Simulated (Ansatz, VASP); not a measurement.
## Two plane-wave programs on Al7InAs8

```
CELL_PARAMETERS angstrom
5.72384 -5.72384 0.00000
5.72384 0.00000 5.72384
0.00000 -5.72384 5.72384
ATOMIC_POSITIONS crystal
In 0.50000 0.00000 0.00000
Al 0.50043 0.00043 0.49957
Al 0.50043 0.49957 0.00043
Al 0.50043 0.49957 0.49957
Al 0.99957 0.00043 0.00043
Al 0.99957 0.00043 0.49957
Al 0.99957 0.49957 0.00043
Al 0.00000 0.50000 0.50000
As 0.36971 0.39088 0.86971
As 0.37496 0.37501 0.37501
As 0.36971 0.86971 0.86971
As 0.36971 0.86971 0.39088
As 0.87501 0.37501 0.87496
As 0.87501 0.37501 0.37501
As 0.89088 0.86971 0.86971
As 0.87501 0.87496 0.37501
```

Alike in both runs: functional PBEsol; k mesh 4 × 4 × 4; occupations gaussian, width 0.02 eV; no spin polarisation.

Ansatz relaxed the structure, and its values are those at the end. VASP's run is a single point on that final structure, the one shown.

|  | VASP | Ansatz |
| --- | --- | --- |
| version | VASP 6.6.1 | Ansatz 0.2.0 |
| potentials or method | VASP PAW PBE potentials, release 64 (In_d, Al, As), cutoff 520 eV | scalar-relativistic, plane waves, PAW |
| valence electrons in the cell | 74 | 154 |

|  | VASP | Ansatz | Ansatz less VASP |
| --- | --- | --- | --- |
| gap on the k mesh at the Fermi level (eV) | 1.33 | 1.34 | +0.010 |
| least direct gap on the mesh (eV) | 1.33 | 1.34 | +0.010 |
| pressure (GPa) | 0.2 | 0.0 | -0.24 |

VASP's potentials were made for PBE, not for PBEsol. VASP's potentials hold 74 valence electrons a cell and Ansatz's 154, so a difference there can come from the potentials and not from the codes.
